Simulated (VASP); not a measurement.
Input of a VASP 6.6.1 run:

INCAR

```
  ALGO = Fast
  EDIFF = 1E-6
  ENCUT = 520
  GGA = PE
  ISIF = 2
  ISMEAR = 0
  LASPH = True
  LCHARG = False
  LREAL = False
  LWAVE = False
  NBANDS = 32
  NELM = 60
  PREC = Accurate
  SIGMA = 0.1
```

KPOINTS

```
k-points
0
Gamma
  12 12 4
```

The input POSCAR:

```
LuAl4Pt
1.0
    3.0420697040      0.0000000000      0.0000000000
    0.0000000000      3.0420697040      0.0000000000
    0.0000000000      0.0000000000     12.7599271022
Lu Al Pt
1 4 1
Direct
    0.0000000000      0.0000000000      0.5000000000
    0.5000000000      0.5000000000      0.3264438410
    0.5000000000      0.5000000000      0.8782030197
    0.5000000000      0.5000000000      0.1217969803
    0.5000000000      0.5000000000      0.6735561590
    0.0000000000      0.0000000000      0.0000000000
```

Potentials or basis: VASP PAW PBE potentials, release 64 (Lu, Al, Pt).

Command:

```bash
$ cat potpaw_PBE.64/Lu/POTCAR potpaw_PBE.64/Al/POTCAR potpaw_PBE.64/Pt/POTCAR > POTCAR
$ mpirun -np 1 vasp_std > vasp.out
```

Q: Predict the largest force.

A: 0.014 eV/Å.

Q: What does it give for the band gap on the k mesh?

A: Zero (an odd number of electrons rules out a gap without spin polarisation).

Forces in eV/Å, atoms in the order of the input:
```
Lu   0.000  0.000  0.000
Al   0.000  0.000 -0.014
Al   0.000  0.000  0.008
Al   0.000  0.000 -0.008
Al   0.000  0.000  0.014
Pt   0.000  0.000  0.000
```

Caveat: spin-orbit coupling is left out, which moves the levels of the heavy elements.
